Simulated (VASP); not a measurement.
MgO: single point with PBE

The system is MgO.

```
CELL_PARAMETERS angstrom
3.30779 0.00000 0.00000
-1.65389 2.86463 0.00000
0.00000 0.00000 4.98288
ATOMIC_POSITIONS crystal
Mg 0.66356 0.34963 0.48706
Mg 0.32274 0.67378 0.00891
O 0.66321 0.33112 0.90705
O 0.30418 0.66108 0.41259
```

```yaml
Program: VASP 6.6.1
Task: single point
Functional: PBE
Potentials_or_basis: VASP PAW PBE potentials, release 64 (Mg, O)
Cutoff: 520 eV
k_mesh: 7 × 7 × 4
Occupations: fermi-dirac, width 0.1 eV
Spin: no spin polarisation
```

```yaml
Pressure: 3.4 GPa
Largest_force: 1.506 eV/Å
Band_gap_on_the_k_mesh: 3.34 eV
```

Forces in eV/Å, atoms in the order of the input:
```
Mg  -0.684 -0.750  1.113
Mg   0.294 -0.249 -0.498
O   -0.409  0.272  0.007
O    0.799  0.727 -0.621
```

Stress tensor (GPa, compression positive):
```
 6.86  3.21 -0.29
 3.21  3.85 -1.01
-0.29 -1.01 -0.59
```

Levels at points of the mesh, in eV from the valence-band top:
```tsv
k point	band 4	band 5	band 6	band 7	band 8	band 9	band 10	band 11	band 12	band 13
(0.00, 0.00, 0.00)	-1.08	-0.95	-0.47	-0.43	0.00	3.34	8.52	10.26	13.86	14.14
(0.00, 0.00, 0.50)	-1.99	-1.02	-0.89	-0.55	-0.48	5.73	6.13	12.87	13.36	14.26
```

It took 100 s on 1 thread of Intel Xeon 8259CL (shared host), peak memory 0.22 GiB.

Caveat: the cell stands under pressure; forces of over 1 eV/Å act on the atoms, so gaps and moduli don't describe the material at rest.
